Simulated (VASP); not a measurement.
Here is a VASP 6.6.1 calculation.

File INCAR:

```
SYSTEM = Sn
ALGO = Normal
EDIFF = 1E-7
ENCUT = 520
GGA = PE
ISIF = 2
ISMEAR = -1
LASPH = .TRUE.
LCHARG = .FALSE.
LREAL = .FALSE.
LWAVE = .FALSE.
NBANDS = 21
NELM = 80
PREC = Accurate
SIGMA = 0.05
```

File KPOINTS:

```
k-points
0
G
  15 15 15
  0 0 0
```

File POSCAR:

```
Sn
1.0
   -2.8707850000      2.9025980000      1.5906500000
    2.9025980000     -2.8707850000      1.5906500000
    2.9291020000      2.9291020000     -1.5323330000
Sn
2
Direct
    0.0000000000      0.0000000000      0.0000000000
    0.7500000000      0.2500000000      0.5000000000
```

Potentials or basis: VASP PAW PBE potentials, release 64 (Sn_d).

Run with:

```bash
$ cat potpaw_PBE.64/Sn_d/POTCAR > POTCAR
$ mpirun -np 1 vasp_std > vasp.out
```

**Question.** Predict the pressure.

**Answer.** 2.6 GPa.

**Question.** What does it give for the band gap on the k mesh?

**Answer.** Zero (bands 14 and 15 overlap by 4.40 eV).

**Question.** Predict the largest force.

**Answer.** 0.064 eV/Å.

Stress tensor (GPa, compression positive):
```
 2.96 -0.47 -0.55
-0.47  2.96 -0.55
-0.55 -0.55  1.98
```

Caveat: the cell differs from its parent crystal (equal xy, yz and zx shear strains of +2 %); spin-orbit coupling is left out, which moves the levels of the heavy elements.
